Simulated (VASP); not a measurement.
# AlGaN2 (P-4m2) in VASP: further runs

AlGaN2 is run at these levels: LDA; tasks: single point.

All numbers are computed with VASP 6.6.1; they aren't measurements. Logs are shortened: lines on timing, memory, paths and dates and some standing lists are left out, and cuts for length are marked.

## 1. The cell of the first run

It takes space group P-4m2 (No. 115, tetragonal). Conventional cell: a = 3.219 Å, b = 3.219 Å, c = 3.777 Å, α = 90.00°, β = 90.00°, γ = 90.00°. Within 2.4 Å of Al (site symmetry -4m2) lie 4 N at 1.84 Å. Ga (site symmetry -4m2) has 4 N at 1.89 Å within 2.5 Å. Within 2.4 Å of N (site symmetry 2mm) lie 2 Al at 1.84 Å and 2 Ga at 1.89 Å.

## 2. Single point, LDA (9.78 Å³/atom)

INCAR reads:

```
PREC = Accurate
ENCUT = 520
EDIFF = 1E-6
ISMEAR = 0
SIGMA = 0.05
LREAL = F
LASPH = T
NELM = 60
ALGO = Normal
ISIF = 2
LWAVE = F
LCHARG = T
GGA = CA
LELF = T
LVHAR = T
NBANDS = 21
```

KPOINTS reads:

```
regular mesh
0
Gamma
  8 8 6
```

POSCAR reads:

```
AlGaN2
1.0
    3.2193035526      0.0000000000      0.0000000000
    0.0000000000      3.2193035526      0.0000000000
    0.0000000000      0.0000000000      3.7765649975
Al Ga N
1 1 2
Direct
    0.5000000000      0.5000000000      0.5000000000
    0.0000000000      0.0000000000      0.0000000000
    0.5000000000      0.0000000000      0.7359725562
    0.0000000000      0.5000000000      0.2640274438
```

Potentials or basis: VASP PAW LDA potentials, release 64 (Al, Ga_d, N).

Started as:

```console
cat potpaw_LDA.64/Al/POTCAR potpaw_LDA.64/Ga_d/POTCAR potpaw_LDA.64/N/POTCAR > POTCAR
mpirun -np 1 vasp_std > vasp.out
```

OUTCAR:

```text
PREC = Accurate
   ENCUT = 520
   EDIFF = 1E-6
   ISMEAR = 0
   LREAL = F
   LASPH = T
   NELM = 60
   ISIF = 2
   GGA = CA

 ion  position               nearest neighbor table
   1  0.500  0.500  0.500-   3 1.84   4 1.84   3 1.84   4 1.84   2 2.96   2 2.96   2 2.96   2 2.96
                             2 2.96   2 2.96   2 2.96   2 2.96
   2  0.000  0.000  0.000-   3 1.89   4 1.89   4 1.89   3 1.89   1 2.96   1 2.96   1 2.96   1 2.96
                             1 2.96   1 2.96   1 2.96   1 2.96
   3  0.500  0.000  0.736-   1 1.84   1 1.84   2 1.89   2 1.89
   4  0.000  0.500  0.264-   1 1.84   1 1.84   2 1.89   2 1.89

  LATTYP: Found a simple tetragonal cell.
 ALAT       =     3.2193035526
 C/A-ratio  =     1.1731000000

  Lattice vectors:

 A1 = (   3.2193035526,   0.0000000000,   0.0000000000)
 A2 = (   0.0000000000,   3.2193035526,   0.0000000000)
 A3 = (   0.0000000000,   0.0000000000,   3.7765649975)

Analysis of symmetry for initial positions (statically):
=====================================================================
 Subroutine PRICEL returns:
 Original cell was already a primitive cell.

 Routine SETGRP: Setting up the symmetry group for a
 simple tetragonal supercell.

 Subroutine GETGRP returns: Found  8 space group operations
 (whereof  8 operations were pure point group operations)
 out of a pool of 16 trial point group operations.

The static configuration has the point symmetry D_2d.

Analysis of symmetry for dynamics (positions and initial velocities):
=====================================================================
 Subroutine PRICEL returns:
 Original cell was already a primitive cell.

 Routine SETGRP: Setting up the symmetry group for a
 simple tetragonal supercell.

 Subroutine GETGRP returns: Found  8 space group operations
 (whereof  8 operations were pure point group operations)
 out of a pool of 16 trial point group operations.

The dynamic configuration has the point symmetry D_2d.

 Subroutine INISYM returns: Found  8 space group operations
 (whereof  8 operations are pure point group operations),
 and found     1 'primitive' translations

----------------------------------------------------------------------------------------

                                     Primitive cell

  volume of cell :      39.1400

  direct lattice vectors                    reciprocal lattice vectors
     3.219303553  0.000000000  0.000000000     0.310626191  0.000000000  0.000000000
     0.000000000  3.219303553  0.000000000     0.000000000  0.310626191  0.000000000
     0.000000000  0.000000000  3.776564997     0.000000000  0.000000000  0.264790888

  length of vectors
     3.219303553  3.219303553  3.776564997     0.310626191  0.310626191  0.264790888

  position of ions in fractional coordinates (direct lattice)
     0.500000000  0.500000000  0.500000000
     0.000000000  0.000000000  0.000000000
     0.500000000  0.000000000  0.735972556
     0.000000000  0.500000000  0.264027444

  ion indices of the primitive-cell ions
   primitive index   ion index
                 1           1
                 2           2
                 3           3
                 4           4

----------------------------------------------------------------------------------------

 KPOINTS: regular mesh

Automatic generation of k-mesh.
 Grid dimensions read from file:
 generate k-points for:    8    8    6

 Generating k-lattice:

  Cartesian coordinates                     Fractional coordinates (reciprocal lattice)
     0.038828274  0.000000000  0.000000000     0.125000000  0.000000000  0.000000000
     0.000000000  0.038828274  0.000000000     0.000000000  0.125000000  0.000000000
     0.000000000  0.000000000  0.044131815     0.000000000  0.000000000  0.166666667

  Length of vectors
     0.038828274  0.038828274  0.044131815

  Shift w.r.t. Gamma in fractional coordinates (k-lattice)
     0.000000000  0.000000000  0.000000000

 Subroutine IBZKPT returns following result:
 ===========================================

 Found     60 irreducible k-points:

 Following reciprocal coordinates:
            Coordinates               Weight
  0.000000  0.000000  0.000000      1.000000
  0.125000  0.000000  0.000000      4.000000
  0.250000  0.000000  0.000000      4.000000
  0.375000  0.000000  0.000000      4.000000
  0.500000  0.000000  0.000000      2.000000
  0.125000  0.125000  0.000000      4.000000
[... 16 lines left out ...]
  0.375000  0.125000  0.166667     16.000000
  0.500000  0.125000  0.166667      8.000000
 [... further k-points ...]
   k-points           NKPTS =     60   k-points in BZ     NKDIM =     60   number of bands    NBANDS=     21
   number of dos      NEDOS =    301   number of ions     NIONS =      4
   total plane-waves  NPLWV =  16128
   dimension x,y,z NGX =    24 NGY =   24 NGZ =   28
   dimension x,y,z NGXF=    48 NGYF=   48 NGZF=   56
   ions per type =               1   1   2
   NGX,Y,Z   is equivalent  to a cutoff of  12.39, 12.39, 12.33 a.u.
   NGXF,Y,Z  is equivalent  to a cutoff of  24.79, 24.79, 24.65 a.u.
 SYSTEM =  unknown system
   PREC   = accura    normal or accurate (medium, high low for compatibility)
   ISTART =      0    job   : 0-new  1-cont  2-samecut
   ICHARG =      2    charge: 1-file 2-atom 10-const
   ISPIN  =      1    spin polarized calculation?
   LNONCOLLINEAR =      F non collinear calculations
   LSORBIT =      F    spin-orbit coupling
   LASPH  =      T    aspherical Exc in radial PAW
   ENCUT  =  520.0 eV  38.22 Ry    6.18 a.u.   5.99  5.99  7.02*2*pi/ulx,y,z
   NELM   =     60;   NELMIN=  2; NELMDL= -5     # of ELM steps
   EDIFF  = 0.1E-05   stopping-criterion for ELM
   LREAL  =      F    real-space projection
   EDIFFG = 0.1E-04   stopping-criterion for IOM
   NSW    =      0    number of steps for IOM
   IBRION =     -1    ionic relax: 0-MD 1-quasi-New 2-CG
   NFREE  =      0    steps in history (QN), initial steepest desc. (CG)
   ISIF   =      2    stress and relaxation
   ISYM   =      2    0-nonsym 1-usesym 2-fastsym
   POTIM  = 0.5000    time-step for ionic-motion
   TEBEG  =    0.0;   TEEND  =   0.0 temperature during run
   PSTRESS=    0.0 pullay stress
   NELECT =      26.0000    total number of electrons
   NUPDOWN=      -1.0000    fix difference up-down
   EMIN   =  10.00;   EMAX   =-10.00  energy-range for DOS
   EFERMI =   0.00;   METHOD = LEGACY
   ISMEAR =     0;   SIGMA  =   0.05  broadening in eV -4-tet -1-fermi 0-gaus
   EFERMI_NEDOS =   21; number of points for ismear=-14 and -15
   IALGO  =     38    algorithm
   IMIX   =      4    mixing-type and parameters
     AMIX     =   0.40;   BMIX     =  1.00
     AMIX_MAG =   1.60;   BMIX_MAG =  1.00
  volume/ion in A,a.u.               =       9.78        66.03
  Fermi-wavevector in a.u.,A,eV,Ry     =   1.428430  2.699342 27.761500  2.040413
  Thomas-Fermi vector in A             =   2.548493
   LORBIT       =      0    0 simple, 1 ext, 2 COOP (PROOUT), +10 PAW based schemes
   GGA     = CA    functional components
   LHFCALC =     F    Hartree Fock is set to
   AEXX    =    0.0000 exact exchange contribution
   IVDW    =     0    specifies the selected vdW correction
   LEPSILON=     F    determine dielectric tensor
   LRPA    =     F    only Hartree local field effects (RPA)
 non-spin polarized calculation
 Gauss-broadening in eV      SIGMA  =   0.05
  energy-cutoff  :      520.00
  volume of cell :       39.14
 maximum number of plane-waves:      1078
 NGX is ok and might be reduce to    24
   NGX = 11   NGY = 11   NGZ = 15

 number of electron      26.0000015 magnetization

 Free energy of the ion-electron system (eV)
  ---------------------------------------------------
  ext. energy  EPLUGINS =         0.00000000
  ---------------------------------------------------
  free energy    TOTEN  =       -29.88626382 eV

  energy without entropy =      -29.88626382  energy(sigma->0) =      -29.88626382

 E-fermi :   6.9591     XC(G=0): -12.2911

 val. band max:        6.6936826343   @ k =   0.0000   0.0000   0.0000
 cond. band min:       9.8748445586   @ k =   0.0000   0.0000   0.0000
 fundamental gap:      3.1811619242
 Fermi energy:         6.9591069455

 k-point     1 :       0.0000    0.0000    0.0000
  band No.  band energies     occupation
      1      -9.5669      2.00000
      2      -7.7042      2.00000
      3      -6.5934      2.00000
      4      -6.5934      2.00000
      5      -6.5517      2.00000
      6      -6.2969      2.00000
[... 13 lines left out ...]
     20      21.5498      0.00000
     21      21.5500      0.00000

 k-point     2 :       0.1250    0.0000    0.0000
  band No.  band energies     occupation
      1      -9.4229      2.00000
      2      -7.7039      2.00000
      3      -6.5914      2.00000
      4      -6.5909      2.00000
      5      -6.5354      2.00000
      6      -6.3101      2.00000
[... 13 lines left out ...]
     20      20.8017      0.00000
     21      21.1688      0.00000

 k-point     3 :       0.2500    0.0000    0.0000
  band No.  band energies     occupation
      1      -9.0255      2.00000
      2      -7.7231      2.00000
      3      -6.5848      2.00000
      4      -6.5583      2.00000
      5      -6.4796      2.00000
      6      -6.3415      2.00000
[... 13 lines left out ...]
     20      19.8597      0.00000
     21      20.6824      0.00000
[... 457 lines left out ...]
 k-point    23 :       0.3750    0.1250    0.1667
  band No.  band energies     occupation
      1      -8.3253      2.00000
      2      -7.7922      2.00000
      3      -6.5876      2.00000
      4      -6.4558      2.00000
      5      -6.4016      2.00000
      6      -6.1885      2.00000
[... 13 lines left out ...]
     20      20.2173      0.00000
     21      20.5455      0.00000

 k-point    24 :       0.5000    0.1250    0.1667
  band No.  band energies     occupation
      1      -7.9874      2.00000
      2      -7.9659      2.00000
      3      -6.5823      2.00000
      4      -6.4434      2.00000
      5      -6.4122      2.00000
      6      -5.7719      2.00000
[... 13 lines left out ...]
     20      20.1476      0.00000
     21      20.1874      0.00000

 [... further k-points ...]
[... 5 lines left out ...]
  --------------------------------------------------------------------------------------
  -------------------------------------------------------------------------------------
  Total        3.3433811      3.3433811      6.1931007      0.0000000     -0.0000000     -0.0000000
  in kB      136.8597198    136.8597198    253.5116377      0.0000000     -0.0000000     -0.0000000
  external PRESSURE =     175.7436925 kB  Pullay stress =       0.0000000 kB

 VOLUME and BASIS-vectors are now :
 -----------------------------------------------------------------------------
  energy-cutoff  :      520.00
  volume of cell :       39.14
      direct lattice vectors                 reciprocal lattice vectors
     3.219303553  0.000000000  0.000000000     0.310626191  0.000000000  0.000000000
     0.000000000  3.219303553  0.000000000     0.000000000  0.310626191  0.000000000
     0.000000000  0.000000000  3.776564997     0.000000000  0.000000000  0.264790888

 POSITION                                       TOTAL-FORCE (eV/Angst)
 -----------------------------------------------------------------------------------
      1.60965      1.60965      1.88828         0.000000     -0.000000     -0.000000
      0.00000      0.00000      0.00000         0.000000      0.000000     -0.000000
      1.60965      0.00000      2.77945        -0.000000      0.000000     -0.026672
      0.00000      1.60965      0.99712         0.000000      0.000000      0.026672
 -----------------------------------------------------------------------------------
    total drift:                                0.000000      0.000000      0.000000

  FREE ENERGIE OF THE ION-ELECTRON SYSTEM (eV)
  ---------------------------------------------------
  free  energy   TOTEN  =       -29.8862638171 eV

  energy  without entropy=      -29.8862638171  energy(sigma->0) =      -29.88626382
```

Wall time 34 s (1 thread of Intel Xeon 8259CL, shared host); peak memory 0.17 GiB.

Results:

```yaml
Free_energy: -29.8863 eV
Pressure: 17.6 GPa
Largest_force: 0.027 eV/Å
Band_gap_on_the_k_mesh: 3.18 eV
```

Forces on the atoms (eV/Å):
```
Al   0.000  0.000  0.000
Ga   0.000  0.000  0.000
N    0.000  0.000 -0.027
N    0.000  0.000  0.027
```

Levels at points of the mesh, in eV from the valence-band top:
```tsv
k point	band 11	band 12	band 13	band 14	band 15	band 16
(0.00, 0.00, 0.00)	-0.24	-0.24	0.00	3.18	3.54	5.87
(0.50, 0.00, 0.00)	-2.27	-1.86	-1.72	6.78	6.92	7.60
(0.50, 0.50, 0.00)	-2.00	-1.94	-1.84	3.81	3.81	8.08
(0.00, 0.00, 0.50)	-2.21	-1.74	-1.74	6.11	6.60	7.50
(0.50, 0.00, 0.50)	-1.35	-0.63	-0.03	5.22	6.30	9.09
(0.50, 0.50, 0.50)	-3.88	-3.88	-3.74	7.77	7.77	9.61
```

Caveat: the cell stands under pressure. A k mesh can miss the band edges.

## 3. Single point, LDA (9.79 Å³/atom)

INCAR reads:

```
PREC = Accurate ; ENCUT = 520
EDIFF = 1E-6 ; ISMEAR = 0
SIGMA = 0.05 ; LREAL = False
LASPH = True ; NELM = 100
ALGO = Normal ; ISIF = 2
LWAVE = False ; LCHARG = True
LELF = True ; LVHAR = True
NBANDS = 21
```

KPOINTS is that of step 2.

POSCAR reads:

```
AlGaN2
1.0
    2.8515055234      0.0000000000      0.0000000000
    0.0000000000      2.8515055234      0.0000000000
    0.0000000000      0.0000000000      4.8136264740
Al Ga N
1 1 2
Direct
    0.5000000000      0.5000000000      0.5000000000
    0.0000000000      0.0000000000      0.0000000000
    0.5000000000      0.0000000000      0.7417621477
    0.0000000000      0.5000000000      0.2582378523
```

Potentials or basis: VASP PAW LDA potentials, release 64 (Al, Ga_d, N).

Started as:

```console
cat potpaw_LDA.64/Al/POTCAR potpaw_LDA.64/Ga_d/POTCAR potpaw_LDA.64/N/POTCAR > POTCAR
mpirun -np 1 vasp_std > vasp.out
```

Wall time 49 s (1 thread of Intel Xeon 8259CL, shared host); peak memory 0.18 GiB.

It converged, with:

| Property | Result |
| --- | --- |
| Free energy | -29.6179 eV |
| Pressure | 19.1 GPa |
| Largest force | 0.040 eV/Å |
| Band gap on the k mesh | 2.58 eV (least direct gap 3.12 eV) |

Forces on the atoms (eV/Å):
```
Al   0.000  0.000  0.000
Ga   0.000  0.000  0.000
N    0.000  0.000 -0.040
N    0.000  0.000  0.040
```

Stress tensor (GPa, compression positive):
```
31.44  0.00  0.00
 0.00 31.44  0.00
 0.00  0.00 -5.59
```

Levels at points of the mesh, in eV from the valence-band top:
```
           k point  band 11  band 12  band 13  band 14  band 15  band 16
(0.00, 0.00, 0.00)    -1.37    -0.03    -0.03     3.08     4.09     9.62
(0.50, 0.00, 0.00)    -4.37    -0.58    -0.24     7.10     7.44     8.14
(0.50, 0.50, 0.00)    -3.39    -3.39    -3.29     2.58     2.58     5.27
(0.00, 0.00, 0.50)    -1.37    -0.73    -0.73     5.11     5.50     7.44
(0.50, 0.00, 0.50)    -2.10    -0.57    -0.19     4.39     5.45     9.41
(0.50, 0.50, 0.50)    -4.00    -4.00    -3.92     4.96     4.96     8.66
```

Caveat: the cell stands under pressure.

## 4. Single point, LDA (9.78 Å³/atom)

INCAR reads:

```
SYSTEM = AlGaN2
PREC = Accurate ; ENCUT = 520
EDIFF = 1E-7 ; ISMEAR = 0
SIGMA = 0.05 ; LREAL = .False.
LASPH = .True. ; NELM = 80
ALGO = Normal ; ISIF = 2
LWAVE = .False. ; LCHARG = .True.
LELF = .True. ; LVHAR = .True.
NBANDS = 21
```

KPOINTS reads:

```
Automatic mesh
0
Gamma
  8 8 6
  0 0 0
```

POSCAR reads:

```
AlGaN2
1.0
    3.0298050512      0.0000000000      0.0000000000
    0.0000000000      3.0298050512      0.0000000000
    0.0000000000      0.0000000000      4.2637472344
Al Ga N
1 1 2
Direct
    0.5000000000      0.5000000000      0.5000000000
    0.0000000000      0.0000000000      0.0000000000
    0.5000000000      0.0000000000      0.7397461405
    0.0000000000      0.5000000000      0.2602538595
```

Started as:

```console
cat potpaw_LDA.64/Al/POTCAR potpaw_LDA.64/Ga_d/POTCAR potpaw_LDA.64/N/POTCAR > POTCAR
mpirun -np 1 vasp_std > vasp.out
```

Run time: 52 s. Hardware: 1 thread of Intel Xeon 8259CL, shared host; peak memory 0.17 GiB.

It converged, with:

* Free energy: -30.0881 eV
* Pressure: 21.7 GPa
* Largest force: 0.035 eV/Å
* Band gap on the k mesh: 3.27 eV (least direct gap 3.57 eV)

Forces on the atoms (eV/Å):
```
Al   0.000  0.000  0.000
Ga   0.000  0.000  0.000
N    0.000  0.000 -0.035
N    0.000  0.000  0.035
```

Stress tensor (GPa, compression positive):
```
21.80  0.00  0.00
 0.00 21.80  0.00
 0.00  0.00 21.53
```

Levels at points of the mesh, in eV from the valence-band top:
| k point | band 11 | band 12 | band 13 | band 14 | band 15 | band 16 |
| --- | --- | --- | --- | --- | --- | --- |
| (0.00, 0.00, 0.00) | -0.29 | 0.00 | 0.00 | 3.57 | 3.70 | 8.04 |
| (0.50, 0.00, 0.00) | -3.15 | -1.09 | -0.79 | 7.44 | 7.94 | 8.44 |
| (0.50, 0.50, 0.00) | -2.55 | -2.55 | -2.52 | 3.27 | 3.27 | 6.83 |
| (0.00, 0.00, 0.50) | -1.79 | -1.08 | -1.08 | 5.67 | 5.81 | 8.78 |
| (0.50, 0.00, 0.50) | -0.99 | -0.65 | -0.64 | 6.01 | 7.32 | 9.66 |
| (0.50, 0.50, 0.50) | -3.68 | -3.68 | -3.62 | 6.35 | 6.35 | 9.99 |

Caveat: the cell stands under pressure. A k mesh can miss the band edges.

(Part 1 of 2 ends here.)
